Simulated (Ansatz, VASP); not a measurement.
# InAs in VASP and in Ansatz

```
In As
1.0
     0.00000    3.14623    3.14623
     3.14623    0.00000    3.14623
     3.14623    3.14623    0.00000
In As
1 1
Direct
  0.00000 0.00000 0.00000
  0.25000 0.25000 0.25000
```

Change from the starting cell: hydrostatic strain +3.0%.

Alike in both runs: task single point; functional r2SCAN; k mesh 8 × 8 × 8; occupations fermi-dirac, width 0.02 eV; no spin polarisation.

|  | VASP | Ansatz |
| --- | --- | --- |
| version | VASP 6.6.1 | Ansatz 0.2.0 |
| potentials or method | VASP PAW PBE potentials, release 64 (In_d, As) | plane waves, PAW |
| plane-wave cutoff (eV) | 520 | 500 |
| valence electrons in the cell | 18 | 28 |

|  | VASP | Ansatz | Ansatz less VASP |
| --- | --- | --- | --- |
| pressure (GPa) | -4.1 | -4.1 | +0.02 |

VASP's potentials were made for PBE, not for r2SCAN. VASP's potentials hold 18 valence electrons a cell and Ansatz's 28, so a difference there can come from the potentials and not from the codes.
